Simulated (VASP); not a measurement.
# ScAlSbP3 (P-6m2) in VASP: further runs

The runs below take ScAlSbP3 through single point, relaxation of cell and atoms, with PBE.

Program: VASP 6.6.1. These are calculated values, not measurements. Logs are shortened: lines on timing, memory, paths and dates and some standing lists are left out, and cuts for length are marked.

### Step 1. The cell of the first run

It takes space group P-6m2 (No. 187, hexagonal). Conventional cell: a = 6.086 Å, b = 6.086 Å, c = 3.847 Å, α = 90.00°, β = 90.00°, γ = 120.00°. Within 4.6 Å of Sc (site symmetry -6m2) lie 3 Sb at 3.51 Å and 3 Al at 3.51 Å and 12 P at 3.61 Å and 2 Sc at 3.85 Å. Al (site symmetry -6m2) has 6 P at 2.47 Å within 3.3 Å. Sb (site symmetry -6m2) has 6 P at 2.74 Å and 3 Sc at 3.51 Å and 3 Al at 3.51 Å within 3.6 Å. Within 3.3 Å of P (site symmetry mm2) lie 2 Al at 2.47 Å and 2 P at 2.70 Å and 2 Sb at 2.74 Å.

### Step 2. Single point, PBE

INCAR

```
SYSTEM = ScAlSbP3
  PREC = Accurate
  ENCUT = 520
  EDIFF = 1E-7
  ISMEAR = 0
  SIGMA = 0.1
  LREAL = .False.
  LASPH = .True.
  NELM = 100
  ALGO = Normal
  ISIF = 2
  LWAVE = .False.
  LCHARG = .True.
  GGA = PE
  LELF = .True.
  LVHAR = .True.
  NBANDS = 26
```

KPOINTS

```
regular mesh
0
Gamma
  3 3 4
  0 0 0
```

POSCAR

```
ScAlSbP3
1.0
    6.0860741435      0.0000000000      0.0000000000
   -3.0430370717      5.2706948176      0.0000000000
    0.0000000000      0.0000000000      3.8474520651
Sc Al Sb P
1 1 1 3
Direct
    0.0000000000      0.0000000000      0.0000000000
    0.3333333333      0.6666666667      0.0000000000
    0.6666666667      0.3333333333      0.0000000000
    0.0380468519      0.5190234259      0.5000000000
    0.4809765741      0.5190234259      0.5000000000
    0.4809765741      0.9619531481      0.5000000000
```

Potentials or basis: VASP PAW PBE potentials, release 64 (Sc_sv, Al, Sb, P).

On the command line:

```bash
$ cat potpaw_PBE.64/Sc_sv/POTCAR potpaw_PBE.64/Al/POTCAR potpaw_PBE.64/Sb/POTCAR potpaw_PBE.64/P/POTCAR > POTCAR
$ mpirun -np 1 vasp_std > vasp.out
```

OUTCAR:

```text
SYSTEM = ScAlSbP3
   PREC = Accurate
   ENCUT = 520
   EDIFF = 1E-7
   ISMEAR = 0
   LREAL = .False.
   LASPH = .True.
   NELM = 100
   ISIF = 2
   GGA = PE

 ion  position               nearest neighbor table
   1  0.000  0.000  0.000-   3 3.51   3 3.51   3 3.51
   2  0.333  0.667  0.000-   6 2.47   6 2.47   4 2.47   4 2.47   5 2.47   5 2.47   3 3.51   3 3.51
                             3 3.51
   3  0.667  0.333  0.000-   5 2.74   5 2.74   6 2.74   6 2.74   4 2.74   4 2.74   1 3.51   2 3.51
                             2 3.51   1 3.51   1 3.51   2 3.51
   4  0.038  0.519  0.500-   2 2.47   2 2.47   5 2.70   6 2.70   3 2.74   3 2.74
   5  0.481  0.519  0.500-   2 2.47   2 2.47   6 2.70   4 2.70   3 2.74   3 2.74
   6  0.481  0.962  0.500-   2 2.47   2 2.47   5 2.70   4 2.70   3 2.74   3 2.74

  LATTYP: Found a hexagonal cell.
 ALAT       =     6.0860741435
 C/A-ratio  =     0.6321730519

  Lattice vectors:

 A1 = (   6.0860741435,   0.0000000000,   0.0000000000)
 A2 = (  -3.0430370717,   5.2706948176,   0.0000000000)
 A3 = (   0.0000000000,   0.0000000000,   3.8474520651)

Analysis of symmetry for initial positions (statically):
=====================================================================
 Subroutine PRICEL returns:
 Original cell was already a primitive cell.

 Routine SETGRP: Setting up the symmetry group for a
 hexagonal supercell.

 Subroutine GETGRP returns: Found 12 space group operations
 (whereof 12 operations were pure point group operations)
 out of a pool of 24 trial point group operations.

The static configuration has the point symmetry D_3h.

Analysis of symmetry for dynamics (positions and initial velocities):
=====================================================================
 Subroutine PRICEL returns:
 Original cell was already a primitive cell.

 Routine SETGRP: Setting up the symmetry group for a
 hexagonal supercell.

 Subroutine GETGRP returns: Found 12 space group operations
 (whereof 12 operations were pure point group operations)
 out of a pool of 24 trial point group operations.

The dynamic configuration has the point symmetry D_3h.

 Subroutine INISYM returns: Found 12 space group operations
 (whereof 12 operations are pure point group operations),
 and found     1 'primitive' translations

----------------------------------------------------------------------------------------

                                     Primitive cell

  volume of cell :     123.4179

  direct lattice vectors                    reciprocal lattice vectors
     6.086074144  0.000000000  0.000000000     0.164309533  0.094864153  0.000000000
    -3.043037072  5.270694818  0.000000000     0.000000000  0.189728306  0.000000000
     0.000000000  0.000000000  3.847452065     0.000000000  0.000000000  0.259912270

  length of vectors
     6.086074144  6.086074143  3.847452065     0.189728306  0.189728306  0.259912270

  position of ions in fractional coordinates (direct lattice)
     0.000000000  0.000000000  0.000000000
     0.333333333  0.666666667  0.000000000
     0.666666667  0.333333333  0.000000000
     0.038046852  0.519023426  0.500000000
     0.480976574  0.519023426  0.500000000
     0.480976574  0.961953148  0.500000000

  ion indices of the primitive-cell ions
   primitive index   ion index
                 1           1
                 2           2
                 3           3
                 4           4
                 5           5
                 6           6

----------------------------------------------------------------------------------------

 KPOINTS: regular mesh

Automatic generation of k-mesh.
 Grid dimensions read from file:
 generate k-points for:    3    3    4

 Generating k-lattice:

  Cartesian coordinates                     Fractional coordinates (reciprocal lattice)
     0.054769844  0.031621384  0.000000000     0.333333333 -0.000000000  0.000000000
     0.000000000  0.063242769  0.000000000     0.000000000  0.333333333  0.000000000
     0.000000000  0.000000000  0.064978068     0.000000000  0.000000000  0.250000000

  Length of vectors
     0.063242769  0.063242769  0.064978068

  Shift w.r.t. Gamma in fractional coordinates (k-lattice)
     0.000000000  0.000000000  0.000000000

 Subroutine IBZKPT returns following result:
 ===========================================

 Found      9 irreducible k-points:

 Following reciprocal coordinates:
            Coordinates               Weight
  0.000000  0.000000  0.000000      1.000000
  0.333333  0.000000  0.000000      6.000000
  0.333333  0.333333  0.000000      2.000000
  0.000000  0.000000  0.250000      2.000000
  0.333333  0.000000  0.250000     12.000000
  0.333333  0.333333  0.250000      4.000000
  0.000000  0.000000  0.500000      1.000000
  0.333333  0.000000  0.500000      6.000000
  0.333333  0.333333  0.500000      2.000000
   k-points           NKPTS =      9   k-points in BZ     NKDIM =      9   number of bands    NBANDS=     26
[... 67 lines left out ...]

 val. band max:        6.9185550090   @ k =   0.3333   0.3333   0.5000
 cond. band min:       6.9783744623   @ k =   0.3333   0.0000   0.0000
 fundamental gap:      0.0598194532
 Fermi energy:         6.9613627962

 k-point     1 :       0.0000    0.0000    0.0000
  band No.  band energies     occupation
      1     -44.0170      2.00000
      2     -22.6077      2.00000
      3     -22.6077      2.00000
      4     -22.5846      2.00000
      5      -7.1424      2.00000
      6      -3.2196      2.00000
[... 18 lines left out ...]
     25       8.8875      0.00000
     26       9.3867      0.00000

 k-point     2 :       0.3333    0.0000    0.0000
  band No.  band energies     occupation
      1     -44.0170      2.00000
      2     -22.6080      2.00000
      3     -22.6078      2.00000
      4     -22.5846      2.00000
      5      -6.7389      2.00000
      6      -5.1281      2.00000
[... 18 lines left out ...]
     25       8.9612      0.00000
     26       9.0537      0.00000

 k-point     3 :       0.3333    0.3333    0.0000
  band No.  band energies     occupation
      1     -44.0170      2.00000
      2     -22.6080      2.00000
      3     -22.6079      2.00000
      4     -22.5846      2.00000
      5      -6.2027      2.00000
      6      -5.9217      2.00000
[... 18 lines left out ...]
     25       9.9738      0.00000
     26      10.4079      0.00000

 k-point     4 :       0.0000    0.0000    0.2500
  band No.  band energies     occupation
      1     -44.0160      2.00000
      2     -22.6062      2.00000
      3     -22.6062      2.00000
      4     -22.6014      2.00000
      5      -6.6405      2.00000
      6      -2.9359      2.00000
[... 18 lines left out ...]
     25       9.0225      0.00000
     26       9.0225      0.00000

 k-point     5 :       0.3333    0.0000    0.2500
  band No.  band energies     occupation
      1     -44.0160      2.00000
      2     -22.6064      2.00000
      3     -22.6062      2.00000
      4     -22.6013      2.00000
      5      -6.2611      2.00000
      6      -4.6462      2.00000
[... 18 lines left out ...]
     25       9.5255      0.00000
     26       9.7540      0.00000

 k-point     6 :       0.3333    0.3333    0.2500
  band No.  band energies     occupation
      1     -44.0160      2.00000
      2     -22.6064      2.00000
      3     -22.6063      2.00000
      4     -22.6013      2.00000
      5      -5.8254      2.00000
      6      -5.3264      2.00000
[... 18 lines left out ...]
     25      10.0567      0.00000
     26      10.1021      0.00000

 k-point     7 :       0.0000    0.0000    0.5000
  band No.  band energies     occupation
      1     -44.0150      2.00000
      2     -22.6180      2.00000
      3     -22.6046      2.00000
      4     -22.6046      2.00000
      5      -5.7965      2.00000
      6      -3.5834      2.00000
[... 18 lines left out ...]
     25       9.5160      0.00000
     26       9.8734      0.00000

 k-point     8 :       0.3333    0.0000    0.5000
  band No.  band energies     occupation
      1     -44.0150      2.00000
      2     -22.6180      2.00000
      3     -22.6048      2.00000
      4     -22.6047      2.00000
      5      -5.5231      2.00000
      6      -3.4059      2.00000
[... 18 lines left out ...]
     25       9.5753      0.00000
     26       9.7718      0.00000

 k-point     9 :       0.3333    0.3333    0.5000
  band No.  band energies     occupation
      1     -44.0150      2.00000
      2     -22.6180      2.00000
      3     -22.6048      2.00000
      4     -22.6048      2.00000
      5      -5.3153      2.00000
      6      -3.8565      2.00000
[... 18 lines left out ...]
     25       9.0595      0.00000
     26      11.0454      0.00000

------------------------ aborting loop because EDIFF is reached ----------------------------------------

  FORCE on cell =-STRESS in cart. coord.  units (eV):
  Direction    XX          YY          ZZ          XY          YZ          ZX
  --------------------------------------------------------------------------------------
  -------------------------------------------------------------------------------------
  Total        0.1544098      0.1544098      0.1773086      0.0000000     -0.0000000      0.0000000
  in kB        2.0045045      2.0045045      2.3017704      0.0000000     -0.0000000      0.0000000
  external PRESSURE =       2.1035931 kB  Pullay stress =       0.0000000 kB

 VOLUME and BASIS-vectors are now :
 -----------------------------------------------------------------------------
  energy-cutoff  :      520.00
  volume of cell :      123.42
      direct lattice vectors                 reciprocal lattice vectors
     6.086074144  0.000000000  0.000000000     0.164309533  0.094864153  0.000000000
    -3.043037072  5.270694818  0.000000000     0.000000000  0.189728306  0.000000000
     0.000000000  0.000000000  3.847452065     0.000000000  0.000000000  0.259912270

 POSITION                                       TOTAL-FORCE (eV/Angst)
 -----------------------------------------------------------------------------------
      0.00000      0.00000      0.00000        -0.000000      0.000000     -0.000000
     -0.00000      3.51380      0.00000        -0.000000      0.000000     -0.000000
      3.04304      1.75690      0.00000        -0.000000     -0.000000     -0.000000
     -1.34785      2.73561      1.92373        -0.015122     -0.008731      0.000000
      1.34785      2.73561      1.92373         0.015122     -0.008731      0.000000
      0.00000      5.07016      1.92373         0.000000      0.017461     -0.000000
 -----------------------------------------------------------------------------------
    total drift:                               -0.000000      0.000000      0.000000

  FREE ENERGIE OF THE ION-ELECTRON SYSTEM (eV)
  ---------------------------------------------------
  free  energy   TOTEN  =       -28.5181712560 eV

  energy  without entropy=      -28.4815040415  energy(sigma->0) =      -28.49983765
```

It took 34 s on 1 thread of Intel Xeon Platinum 8375C at 2.90GHz (Ice Lake), shared host; peak memory 0.26 GiB.

What came out:

| Quantity | Value |
| --- | --- |
| Free energy | -28.5182 eV |
| Pressure | 0.2 GPa |
| Largest force | 0.017 eV/Å |
| Band gap on the k mesh | zero (band 17 reaches 7.68 eV, above the bottom of band 18 at 6.63 eV) |

Forces in eV/Å, atoms in the order of the input:
```
Sc   0.000  0.000  0.000
Al   0.000  0.000  0.000
Sb   0.000  0.000  0.000
P   -0.015 -0.009  0.000
P    0.015 -0.009  0.000
P    0.000  0.017  0.000
```

Caveat: the k points lie up to 0.41 Å⁻¹ apart; spin-orbit coupling is left out, which moves the levels of the heavy elements.

### Step 3. Single point, PBE

This run uses another cell than the first one, of 21.30 Å³/atom, 1.035 times its volume.

INCAR

```
SYSTEM = ScAlSbP3
PREC     = Accurate       ! precision mode
ENCUT    = 520            ! plane-wave cutoff, eV
EDIFF    = 1E-6           ! SCF threshold, eV
ISMEAR   = 0              ! smearing method
SIGMA    = 0.1            ! smearing width, eV
LREAL    = .False.        ! projectors in reciprocal space
LASPH    = .True.         ! aspherical terms in the spheres
NELM     = 60             ! most SCF steps
ALGO     = Normal         ! electronic algorithm
ISIF     = 2              ! what is computed and relaxed
LWAVE    = .False.        ! write WAVECAR
LCHARG   = .True.         ! write CHGCAR
GGA      = PE             ! functional
LELF     = .True.         ! ELF
LVHAR    = .True.       
NBANDS   = 26             ! bands
```

KPOINTS

```
Automatic mesh
0
Gamma
  3 3 4
  0 0 0
```

POSCAR

```
ScAlSbP3
1.0
    6.1848769600      0.0000000000      0.0000000000
   -3.0924384800      5.3562605600      0.0000000000
    0.0000000000      0.0000000000      3.8572911900
Sc Al Sb P
1 1 1 3
Direct
    0.0000000000      0.0000000000      0.0000000000
    0.3333333300      0.6666666700      0.0000000000
    0.6666666700      0.3333333300      0.0000000000
    0.0129650000      0.5064825000      0.5000000000
    0.4935175000      0.5064825000      0.5000000000
    0.4935175000      0.9870350000      0.5000000000
```

Potentials or basis: VASP PAW PBE potentials, release 64 (Sc_sv, Al, Sb, P).

On the command line:

```bash
$ cat potpaw_PBE.64/Sc_sv/POTCAR potpaw_PBE.64/Al/POTCAR potpaw_PBE.64/Sb/POTCAR potpaw_PBE.64/P/POTCAR > POTCAR
$ mpirun -np 1 vasp_std > vasp.out
```

It took 28 s on 1 thread of Intel Xeon Platinum 8375C at 2.90GHz (Ice Lake), shared host; peak memory 0.26 GiB.

The run converged. Its results:

| Quantity | Value |
| --- | --- |
| Free energy | -28.2571 eV |
| Pressure | -1.9 GPa |
| Largest force | 1.176 eV/Å |
| Band gap on the k mesh | zero (band 17 reaches 7.44 eV, above the bottom of band 18 at 6.15 eV) |

Forces on the atoms (eV/Å):
```
Sc   0.000  0.000  0.000
Al   0.000  0.000  0.000
Sb   0.000  0.000  0.000
P    1.018  0.588  0.000
P   -1.018  0.588  0.000
P    0.000 -1.176  0.000
```

Stress tensor (GPa, compression positive):
```
-2.05  0.00  0.00
 0.00 -2.05  0.00
 0.00  0.00 -1.72
```

Levels at points of the mesh, in eV from the Fermi level:
| k point | band 15 | band 16 | band 17 | band 18 | band 19 | band 20 |
| --- | --- | --- | --- | --- | --- | --- |
| (0.00, 0.00, 0.00) | -0.91 | 0.10 | 0.10 | 0.40 | 0.49 | 0.82 |
| (0.00, 0.00, 0.50) | -0.62 | -0.62 | 0.88 | 0.90 | 0.90 | 1.09 |

Caveat: the k points lie up to 0.41 Å⁻¹ apart; spin-orbit coupling is left out, which moves the levels of the heavy elements; forces of over 1 eV/Å act on the atoms, so gaps and moduli don't describe the material at rest.

### Step 4. Relaxation of cell and atoms, PBE

This run uses another cell than the first one, of 21.30 Å³/atom, 1.035 times its volume.

INCAR

```
SYSTEM = ScAlSbP3
PREC     = Accurate       ! precision mode
ENCUT    = 600            ! plane-wave cutoff, eV
EDIFF    = 1E-6           ! SCF threshold, eV
ISMEAR   = 0              ! smearing method
SIGMA    = 0.1            ! smearing width, eV
LREAL    = .False.        ! projectors in reciprocal space
LASPH    = .True.         ! aspherical terms in the spheres
NELM     = 100            ! most SCF steps
ALGO     = Normal         ! electronic algorithm
ISIF     = 3              ! what is computed and relaxed
LWAVE    = .False.        ! write WAVECAR
LCHARG   = .False.        ! write CHGCAR
GGA      = PE             ! functional
IBRION   = 2              ! ionic algorithm
NSW      = 90             ! ionic steps
EDIFFG   = -0.04          ! ionic threshold
```

KPOINTS is that of step 3.

POSCAR is that of step 3.

On the command line:

```bash
$ cat potpaw_PBE.64/Sc_sv/POTCAR potpaw_PBE.64/Al/POTCAR potpaw_PBE.64/Sb/POTCAR potpaw_PBE.64/P/POTCAR > POTCAR
$ mpirun -np 1 vasp_std > vasp.out
```

It took 1.9 min on 1 thread of Intel Xeon Platinum 8375C at 2.90GHz (Ice Lake), shared host; peak memory 0.3 GiB.

Results (log left out):

- Free energy: -28.5186 eV
- Relaxed volume: 20.58 Å³/atom
- Relaxed cell: a = 6.080 Å, b = 6.080 Å, c = 3.857 Å, α = 90.00°, β = 90.00°, γ = 120.00°
- Space group after relaxing (to 0.05 Å): P-6m2 (No. 187)
- Energy gained by relaxing: 43.5 meV/atom
- Ionic steps: 5
- Pressure after relaxing: 0.1 GPa
- Band gap on the k mesh: zero (band 17 reaches 7.68 eV, above the bottom of band 18 at 6.63 eV)

Stress tensor (GPa, compression positive):
```
 0.25  0.00  0.00
 0.00  0.25  0.00
 0.00  0.00 -0.14
```

The path:
| step | energy change (eV) | largest force (eV/Å) | pressure (GPa) | volume (Å³) |
| --- | --- | --- | --- | --- |
| 1 | 0.0000 | 1.1755 | -1.91 | 127.78 |
| 2 | -0.1838 | 0.6806 | 0.34 | 123.14 |
| 3 | -0.2169 | 0.3130 | 2.20 | 120.20 |
| 4 | -0.2609 | 0.0170 | -0.01 | 123.73 |
| 5 | -0.2611 | 0.0006 | 0.12 | 123.48 |

Final structure:
```xyz
6
Lattice="6.0801 0.0000 0.0000 -3.0401 5.2655 0.0000 0.0000 0.0000 3.8569" Properties=species:S:1:pos:R:3 pbc="T T T"
Sc    0.0000    0.0000    0.0000
Al    0.0000    3.5104    0.0000
Sb    3.0401    1.7552    0.0000
P    -1.3476    2.7323    1.9284
P     1.3476    2.7323    1.9284
P     0.0000    5.0664    1.9284
```

Levels at points of the mesh, in eV from the Fermi level:
```tsv
k point	band 13	band 14	band 15	band 16	band 17	band 18	band 19	band 20	band 21
(0.00, 0.00, 0.00)	-1.36	-1.04	-1.04	0.06	0.07	0.07	0.11	0.98	1.19
(0.00, 0.00, 0.50)	-3.88	-3.88	-0.83	-0.83	0.73	0.98	0.98	1.17	1.18
```

Caveat: the k points lie up to 0.41 Å⁻¹ apart in the final cell; spin-orbit coupling is left out, which moves the levels of the heavy elements.

### Step 5. The runs side by side

```csv
task,cell,cutoff (eV),gap on the mesh (eV),pressure (GPa),largest force (eV/Å)
single point,"a = 6.086, b = 6.086, c = 3.847 Å, angles 90.0, 90.0, 120.0°, 6 atoms",520,none,0.2,0.02
single point,"a = 6.185, b = 6.185, c = 3.857 Å, angles 90.0, 90.0, 120.0°, 6 atoms",520,none,-1.9,1.18
relaxation of cell and atoms,"relaxed from a = 6.185, b = 6.185, c = 3.857 Å, angles 90.0, 90.0, 120.0°, 6 atoms",600,none,0.1,-
```

Alike in all rows: level PBE; potentials or basis VASP PAW PBE potentials, release 64 (Sc_sv, Al, Sb, P); no spin polarisation; k mesh 3 × 3 × 4; smearing gaussian 0.1 eV.

Caveats: all runs use coarse meshes; spin-orbit coupling is left out, which moves the levels of the heavy elements; forces of over 1 eV/Å act on the atoms, so gaps and moduli don't describe the material at rest (some runs).

Absolute energies hang on the potentials; compare differences alone.
